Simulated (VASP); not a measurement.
Crystal: SrCdSiS4.

```
CELL_PARAMETERS angstrom
10.26308 0.00000 0.00000
0.00000 5.04368 3.16344
0.00000 -5.04368 3.16344
ATOMIC_POSITIONS crystal
Sr 0.00000 0.00165 0.00165
Sr 0.50000 0.00165 0.00165
Cd 0.75000 0.27438 0.60680
Cd 0.25000 0.60680 0.27438
Si 0.75000 0.70753 0.27107
Si 0.25000 0.27107 0.70753
S 0.41800 0.46492 0.91544
S 0.58200 0.91544 0.46492
S 0.08200 0.46492 0.91544
S 0.91800 0.91544 0.46492
S 0.75000 0.71387 0.91192
S 0.25000 0.91192 0.71387
S 0.75000 0.32428 0.19053
S 0.25000 0.19053 0.32428
```

Program: VASP 6.6.1. Alike in all runs: task band structure; no spin polarisation; cell as given; k mesh 4 × 6 × 6; cutoff (eV) 520; smearing gaussian 0.03 eV.

Question: Order these runs on this cell by their band gap on the k mesh, lowest first.
A. level r2SCAN; potentials or basis VASP PAW PBE potentials, release 64 (Sr_sv, Cd, Si, S)
B. level PBE; potentials or basis VASP PAW PBE potentials, release 64 (Sr_sv, Cd, Si, S)
C. level LDA; potentials or basis VASP PAW LDA potentials, release 64 (Sr_sv, Cd, Si, S)

Answer: C (2.60 eV), B (2.83 eV), A (3.26 eV).

